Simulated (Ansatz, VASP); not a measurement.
# One calculation of Ta2N, two programs

File INCAR:

```
ALGO = Normal ; EDIFF = 1E-7
ENCUT = 520 ; GGA = PS
ISIF = 2 ; ISMEAR = 0
LASPH = T ; LCHARG = F
LREAL = F ; LWAVE = F
NBANDS = 50 ; NELM = 80
PREC = Accurate ; SIGMA = 0.1
```

Contents of KPOINTS:

```
k-points
0
Gamma
  3 3 4
```

File POSCAR:

```
Ta2N
1.0
    5.2965720514      0.0000000000      0.0000000000
   -2.6482860257      4.5869659495      0.0000000000
    0.0000000000      0.0000000000      4.9391825701
Ta N
6 3
Direct
    0.6663616700      0.6663616700      0.7536182600
    0.0000000000      0.3336383300      0.7536182600
    0.3336383300      0.0000000000      0.7536182600
    0.3336383300      0.3336383300      0.2463817400
    0.0000000000      0.6663616700      0.2463817400
    0.6663616700      0.0000000000      0.2463817400
    0.6666666667      0.3333333333      0.5000000000
    0.3333333333      0.6666666667      0.5000000000
    0.0000000000      0.0000000000      0.0000000000
```

Input for Ansatz:

```yaml
crystal:
  lattice:
    - [5.2965720514, 0.0, 0.0]
    - [-2.6482860257, 4.5869659495, 0.0]
    - [0.0, 0.0, 4.9391825701]
  atoms:
    - { symbol: Ta, position: [0.66636167, 0.66636167, 0.75361826] }
    - { symbol: Ta, position: [0.0, 0.33363833, 0.75361826] }
    - { symbol: Ta, position: [0.33363833, 0.0, 0.75361826] }
    - { symbol: Ta, position: [0.33363833, 0.33363833, 0.24638174] }
    - { symbol: Ta, position: [0.0, 0.66636167, 0.24638174] }
    - { symbol: Ta, position: [0.66636167, 0.0, 0.24638174] }
    - { symbol: "N", position: [0.6666666667, 0.3333333333, 0.5] }
    - { symbol: "N", position: [0.3333333333, 0.6666666667, 0.5] }
    - { symbol: "N", position: [0.0, 0.0, 0.0] }
basis:
  ecutwfc: 420
kpoints:
  mp_grid: { grid: [3, 3, 4] }
hamiltonian:
  xc: pbesol
scf:
  occupations: { method: gaussian, width: 0.1 }
output:
  forces: true
  stress: true
  eigenvalues: true
```

Alike in both runs: task single point; functional PBEsol; k mesh 3 × 3 × 4; occupations gaussian, width 0.1 eV; no spin polarisation.

```csv
,VASP,Ansatz
version,VASP 6.6.1,Ansatz 0.2.0
potentials or method,"VASP PAW PBE potentials, release 64 (Ta_pv, N), cutoff 520 eV","scalar-relativistic, plane waves, PAW"
valence electrons in the cell,81,93
```

Ansatz gave:

| Property | Result |
| --- | --- |
| gap on the k mesh at the Fermi level (eV) | none |
| pressure (GPa) | -5.4 |
| traceless stress, the component that is largest in VASP (GPa) | 0.15 |
| rms of the force components (eV/Å) | 0.066 |

Question: Which values does VASP return?

Answer: gap on the k mesh at the Fermi level (eV): none; pressure (GPa): -4.8; traceless stress, the component that is largest in VASP (GPa): 0.13; rms of the force components (eV/Å): 0.059.

VASP's potentials were made for PBE, not for PBEsol. Atom by atom the forces differ by 0.008 eV/Å (rms over components). A gap of «none» marks a metal or a gap that the smearing closes. VASP's potentials hold 81 valence electrons a cell and Ansatz's 93, so a difference there can come from the potentials and not from the codes.

The k mesh is coarse, so the values compare programs but aren't converged. Spin-orbit coupling is off throughout.
